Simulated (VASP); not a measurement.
# Ag (Fm-3m) in VASP: notebook

Ag is run at these levels: LDA; tasks: single point, relaxation of cell and atoms.

All numbers are computed with VASP 6.6.1; they aren't measurements. Logs are shortened: lines on timing, memory, paths and dates and some standing lists are left out, and cuts for length are marked.

**1. The cell of the first run**

The structure is cubic, space group Fm-3m (No. 225). Conventional cell: a = 3.997 Å, b = 3.997 Å, c = 3.997 Å, α = 90.00°, β = 90.00°, γ = 90.00°. Within 3.7 Å of Ag (site symmetry m-3m) lie 12 Ag at 2.83 Å.

**2. Single point, LDA**

Input file INCAR:

```
SYSTEM = Ag
PREC = Accurate ; ENCUT = 500
EDIFF = 1E-6 ; ISMEAR = -1
SIGMA = 0.1 ; LREAL = .FALSE.
LASPH = .TRUE. ; NELM = 120
ALGO = Normal ; ISIF = 2
LWAVE = .FALSE. ; LCHARG = .TRUE.
LELF = .TRUE. ; LVHAR = .TRUE.
NBANDS = 12 ; GGA_COMPAT = .FALSE.
```

Input file KPOINTS:

```
regular mesh
0
G
  7 7 7
  0 0 0
```

Input file POSCAR:

```
Ag
1.0
    0.0000000000      1.9987202326      1.9987202326
    1.9987202326      0.0000000000      1.9987202326
    1.9987202326      1.9987202326      0.0000000000
Ag
1
Direct
    0.0000000000      0.0000000000      0.0000000000
```

Potentials or basis: VASP PAW LDA potentials, release 64 (Ag).

Command:

```console
cat potpaw_LDA.64/Ag/POTCAR > POTCAR
mpirun -np 1 vasp_std > vasp.out
```

OUTCAR:

```text
SYSTEM = Ag
   PREC = Accurate
   ENCUT = 500
   EDIFF = 1E-6
   ISMEAR = -1
   LREAL = .FALSE.
   LASPH = .TRUE.
   NELM = 120
   ISIF = 2

 ion  position               nearest neighbor table
   1  0.000  0.000  0.000-

  LATTYP: Found a face centered cubic cell.
 ALAT       =     3.9974404652

  Lattice vectors:

 A1 = (   0.0000000000,   1.9987202326,   1.9987202326)
 A2 = (   1.9987202326,   0.0000000000,   1.9987202326)
 A3 = (   1.9987202326,   1.9987202326,   0.0000000000)

Analysis of symmetry for initial positions (statically):
=====================================================================
 Subroutine PRICEL returns:
 Original cell was already a primitive cell.

 Routine SETGRP: Setting up the symmetry group for a
 face centered cubic supercell.

 Subroutine GETGRP returns: Found 48 space group operations
 (whereof 48 operations were pure point group operations)
 out of a pool of 48 trial point group operations.

The static configuration has the point symmetry O_h .

Analysis of symmetry for dynamics (positions and initial velocities):
=====================================================================
 Subroutine PRICEL returns:
 Original cell was already a primitive cell.

 Routine SETGRP: Setting up the symmetry group for a
 face centered cubic supercell.

 Subroutine GETGRP returns: Found 48 space group operations
 (whereof 48 operations were pure point group operations)
 out of a pool of 48 trial point group operations.

The dynamic configuration has the point symmetry O_h .

 Subroutine INISYM returns: Found 48 space group operations
 (whereof 48 operations are pure point group operations),
 and found     1 'primitive' translations

----------------------------------------------------------------------------------------

                                     Primitive cell

  volume of cell :      15.9693

  direct lattice vectors                    reciprocal lattice vectors
     0.000000000  1.998720233  1.998720233    -0.250160073  0.250160073  0.250160073
     1.998720233  0.000000000  1.998720233     0.250160073 -0.250160073  0.250160073
     1.998720233  1.998720233  0.000000000     0.250160073  0.250160073 -0.250160073

  length of vectors
     2.826617260  2.826617260  2.826617260     0.433289957  0.433289957  0.433289957

  position of ions in fractional coordinates (direct lattice)
     0.000000000  0.000000000  0.000000000

  ion indices of the primitive-cell ions
   primitive index   ion index
                 1           1

----------------------------------------------------------------------------------------

 KPOINTS: regular mesh

Automatic generation of k-mesh.
 Grid dimensions read from file:
 generate k-points for:    7    7    7

 Generating k-lattice:

  Cartesian coordinates                     Fractional coordinates (reciprocal lattice)
    -0.035737153  0.035737153  0.035737153     0.142857143  0.000000000  0.000000000
     0.035737153 -0.035737153  0.035737153     0.000000000  0.142857143  0.000000000
     0.035737153  0.035737153 -0.035737153     0.000000000  0.000000000  0.142857143

  Length of vectors
     0.061898565  0.061898565  0.061898565

  Shift w.r.t. Gamma in fractional coordinates (k-lattice)
     0.000000000  0.000000000  0.000000000

 Subroutine IBZKPT returns following result:
 ===========================================

 Found     20 irreducible k-points:

 Following reciprocal coordinates:
            Coordinates               Weight
  0.000000  0.000000  0.000000      1.000000
  0.142857  0.000000  0.000000      8.000000
  0.285714  0.000000  0.000000      8.000000
  0.428571  0.000000  0.000000      8.000000
  0.142857  0.142857  0.000000      6.000000
  0.285714  0.142857  0.000000     24.000000
[... 12 lines left out ...]
 -0.428571  0.428571  0.142857     24.000000
 -0.285714  0.428571  0.142857     24.000000
   k-points           NKPTS =     20   k-points in BZ     NKDIM =     20   number of bands    NBANDS=     12
   number of dos      NEDOS =    301   number of ions     NIONS =      1
   total plane-waves  NPLWV =  13824
   dimension x,y,z NGX =    24 NGY =   24 NGZ =   24
   dimension x,y,z NGXF=    48 NGYF=   48 NGZF=   48
   ions per type =               1
   NGX,Y,Z   is equivalent  to a cutoff of  14.12, 14.12, 14.12 a.u.
   NGXF,Y,Z  is equivalent  to a cutoff of  28.23, 28.23, 28.23 a.u.
 SYSTEM =  Ag
   PREC   = accura    normal or accurate (medium, high low for compatibility)
   ISTART =      0    job   : 0-new  1-cont  2-samecut
   ICHARG =      2    charge: 1-file 2-atom 10-const
   ISPIN  =      1    spin polarized calculation?
   LNONCOLLINEAR =      F non collinear calculations
   LSORBIT =      F    spin-orbit coupling
   LASPH  =      T    aspherical Exc in radial PAW
   ENCUT  =  500.0 eV  36.75 Ry    6.06 a.u.   5.15  5.15  5.15*2*pi/ulx,y,z
   NELM   =    120;   NELMIN=  2; NELMDL= -5     # of ELM steps
   EDIFF  = 0.1E-05   stopping-criterion for ELM
   LREAL  =      F    real-space projection
   EDIFFG = 0.1E-04   stopping-criterion for IOM
   NSW    =      0    number of steps for IOM
   IBRION =     -1    ionic relax: 0-MD 1-quasi-New 2-CG
   NFREE  =      0    steps in history (QN), initial steepest desc. (CG)
   ISIF   =      2    stress and relaxation
   ISYM   =      2    0-nonsym 1-usesym 2-fastsym
   POTIM  = 0.5000    time-step for ionic-motion
   TEBEG  =    0.0;   TEEND  =   0.0 temperature during run
   PSTRESS=    0.0 pullay stress
   NELECT =      11.0000    total number of electrons
   NUPDOWN=      -1.0000    fix difference up-down
   EMIN   =  10.00;   EMAX   =-10.00  energy-range for DOS
   EFERMI =   0.00;   METHOD = LEGACY
   ISMEAR =    -1;   SIGMA  =   0.10  broadening in eV -4-tet -1-fermi 0-gaus
   EFERMI_NEDOS =   21; number of points for ismear=-14 and -15
   IALGO  =     38    algorithm
   IMIX   =      4    mixing-type and parameters
     AMIX     =   0.40;   BMIX     =  1.00
     AMIX_MAG =   1.60;   BMIX_MAG =  1.00
  volume/ion in A,a.u.               =      15.97       107.77
  Fermi-wavevector in a.u.,A,eV,Ry     =   1.445807  2.732179 28.441054  2.090358
  Thomas-Fermi vector in A             =   2.563947
   LORBIT       =      0    0 simple, 1 ext, 2 COOP (PROOUT), +10 PAW based schemes
   GGA     = CA    functional components
   LHFCALC =     F    Hartree Fock is set to
   AEXX    =    0.0000 exact exchange contribution
   IVDW    =     0    specifies the selected vdW correction
   LEPSILON=     F    determine dielectric tensor
   LRPA    =     F    only Hartree local field effects (RPA)
 non-spin polarized calculation
  energy-cutoff  :      500.00
  volume of cell :       15.97
 maximum number of plane-waves:       415
 NGX is ok and might be reduce to    24
   NGX = 11   NGY = 11   NGZ = 11

 number of electron      11.0000002 magnetization

 Free energy of the ion-electron system (eV)
  ---------------------------------------------------
  ext. energy  EPLUGINS =         0.00000000
  ---------------------------------------------------
  free energy    TOTEN  =        -3.83766259 eV

  energy without entropy =       -3.83497013  energy(sigma->0) =       -3.83631636

 E-fermi :   9.3621     XC(G=0): -12.9716

 val. band max:        8.4297147383   @ k =   0.4286   0.2857   0.0000
 cond. band min:       9.4010770879   @ k =   0.4286   0.4286   0.0000
 fundamental gap:      0.9713623495
 Fermi energy:         9.3621496766

 k-point     1 :       0.0000    0.0000    0.0000
  band No.  band energies     occupation
      1       0.7807      2.00000
      2       4.0835      2.00000
      3       4.0835      2.00000
      4       4.0835      2.00000
      5       5.2657      2.00000
      6       5.2657      2.00000
      7      25.2474      0.00000
      8      29.1405      0.00000
      9      29.1405      0.00000
     10      29.1405      0.00000
     11      34.3282      0.00000
     12      35.7779      0.00000

 k-point     2 :       0.1429    0.0000    0.0000
  band No.  band energies     occupation
      1       1.4183      2.00000
      2       3.9626      2.00000
      3       4.2460      2.00000
      4       4.2460      2.00000
      5       5.2233      2.00000
      6       5.2233      2.00000
      7      24.6267      0.00000
      8      26.3645      0.00000
      9      29.4883      0.00000
     10      29.4883      0.00000
     11      33.0628      0.00000
     12      34.6102      0.00000

 k-point     3 :       0.2857    0.0000    0.0000
  band No.  band energies     occupation
      1       2.3730      2.00000
      2       4.2752      2.00000
      3       4.2752      2.00000
      4       4.7081      2.00000
      5       5.5354      2.00000
      6       5.5354      2.00000
      7      19.3206      0.00000
      8      25.6930      0.00000
      9      29.2526      0.00000
     10      29.2526      0.00000
     11      32.8290      0.00000
     12      32.8290      0.00000
[... 226 lines left out ...]
 k-point    19 :      -0.4286    0.4286    0.1429
  band No.  band energies     occupation
      1       2.7828      2.00000
      2       2.9015      2.00000
      3       4.8421      2.00000
      4       5.7143      2.00000
      5       6.2419      2.00000
      6      11.2307      0.00000
      7      17.8698      0.00000
      8      18.3262      0.00000
      9      18.9466      0.00000
     10      29.3118      0.00000
     11      30.8134      0.00000
     12      36.1933      0.00000

 k-point    20 :      -0.2857    0.4286    0.1429
  band No.  band energies     occupation
      1       3.0555      2.00000
      2       3.4655      2.00000
      3       4.1400      2.00000
      4       5.2866      2.00000
      5       6.2348      2.00000
      6      14.1043      0.00000
      7      14.7552      0.00000
      8      16.8647      0.00000
      9      19.8869      0.00000
     10      29.7974      0.00000
     11      33.8587      0.00000
     12      35.6498      0.00000

------------------------ aborting loop because EDIFF is reached ----------------------------------------

  FORCE on cell =-STRESS in cart. coord.  units (eV):
  Direction    XX          YY          ZZ          XY          YZ          ZX
  --------------------------------------------------------------------------------------
  -------------------------------------------------------------------------------------
  Total        0.0199317      0.0199317      0.0199317      0.0000000      0.0000000     -0.0000000
  in kB        1.9997227      1.9997227      1.9997227      0.0000000      0.0000000     -0.0000000
  external PRESSURE =       1.9997227 kB  Pullay stress =       0.0000000 kB

 VOLUME and BASIS-vectors are now :
 -----------------------------------------------------------------------------
  energy-cutoff  :      500.00
  volume of cell :       15.97
      direct lattice vectors                 reciprocal lattice vectors
     0.000000000  1.998720233  1.998720233    -0.250160073  0.250160073  0.250160073
     1.998720233  0.000000000  1.998720233     0.250160073 -0.250160073  0.250160073
     1.998720233  1.998720233  0.000000000     0.250160073  0.250160073 -0.250160073

 POSITION                                       TOTAL-FORCE (eV/Angst)
 -----------------------------------------------------------------------------------
      0.00000      0.00000      0.00000        -0.000000      0.000000     -0.000000
 -----------------------------------------------------------------------------------
    total drift:                               -0.000000      0.000000      0.000000

  FREE ENERGIE OF THE ION-ELECTRON SYSTEM (eV)
  ---------------------------------------------------
  free  energy   TOTEN  =        -3.8376625865 eV

  energy  without entropy=       -3.8349701274  energy(sigma->0) =       -3.83631636
```

Wall time 2 s (1 thread of Intel Xeon 6975P-C (Granite Rapids), shared host); peak memory 0.12 GiB.

Results:

```yaml
Free_energy: -3.8377 eV
Pressure: 0.2 GPa
Band_gap_on_the_k_mesh: zero (an odd number of electrons rules out a gap without spin polarisation)
```

Caveat: the k points lie up to 0.39 Å⁻¹ apart, too coarse for converged energies and pressures of a metal.

**3. Relaxation of cell and atoms, LDA**

This run uses another cell than the first one, of 17.10 Å³/atom.

Input file INCAR:

```
ALGO     = Normal         # electronic algorithm
EDIFF    = 1E-7           # SCF threshold, eV
EDIFFG   = -0.01          # ionic threshold
ENCUT    = 500            # plane-wave cutoff, eV
GGA      = CA             # functional
GGA_COMPAT= False        
IBRION   = 2              # ionic algorithm
ISIF     = 3              # what is computed and relaxed
ISMEAR   = -1             # smearing method
LASPH    = True           # aspherical terms in the spheres
LCHARG   = False          # write CHGCAR
LREAL    = False          # projectors in reciprocal space
LWAVE    = False          # write WAVECAR
NELM     = 120            # most SCF steps
NELMIN   = 4            
NSW      = 80             # ionic steps
PREC     = Accurate       # precision mode
SIGMA    = 0.1            # smearing width, eV
```

Input file KPOINTS:

```
k-points
0
Gamma
  7 7 7
```

Input file POSCAR:

```
Ag
1.0
    0.0000000000      2.0450000000      2.0450000000
    2.0450000000      0.0000000000      2.0450000000
    2.0450000000      2.0450000000      0.0000000000
Ag
1
Direct
    0.0000000000      0.0000000000      0.0000000000
```

Potentials or basis: VASP PAW LDA potentials, release 64 (Ag).

Command:

```console
cat potpaw_LDA.64/Ag/POTCAR > POTCAR
mpirun -np 1 vasp_std > vasp.out
```

Run time: 3.1 s. Hardware: 1 thread of Intel Xeon 6975P-C (Granite Rapids), shared host; peak memory 0.13 GiB.

The run converged. Its results:

```
Free energy                           : -3.8382 eV
Relaxed volume                        : 16.00 Å³/atom
Relaxed cell                          : a = 2.828 Å, b = 2.828 Å, c = 2.828 Å, α = 60.00°, β = 60.00°, γ = 60.00°
Space group after relaxing (to 0.1 Å) : Fm-3m (No. 225)
Energy gained by relaxing             : 29.3 meV/atom
Ionic steps                           : 3
Pressure after relaxing               : -0.1 GPa
Band gap on the k mesh                : zero (an odd number of electrons rules out a gap without spin polarisation)
```

Step by step:
```
step  energy change (eV)  largest force (eV/Å)  pressure (GPa)  volume (Å³)
   1              0.0000                0.0000           -7.80        17.10
   2             -0.0064                0.0000            9.07        15.12
   3             -0.0293                0.0000           -0.08        16.00
```

Final structure:
```
CELL_PARAMETERS angstrom
0.00000 1.99981 1.99981
1.99981 0.00000 1.99981
1.99981 1.99981 0.00000
ATOMIC_POSITIONS crystal
Ag 0.00000 0.00000 0.00000
```

Levels at points of the mesh, in eV from the Fermi level:
```tsv
k point	band 2	band 3	band 4	band 5	band 6	band 7	band 8	band 9
(0.00, 0.00, 0.00)	-5.27	-5.27	-5.27	-4.09	-4.09	15.88	19.76	19.76
```

Caveat: the k points lie up to 0.39 Å⁻¹ apart in the final cell, too coarse for converged energies and pressures of a metal.
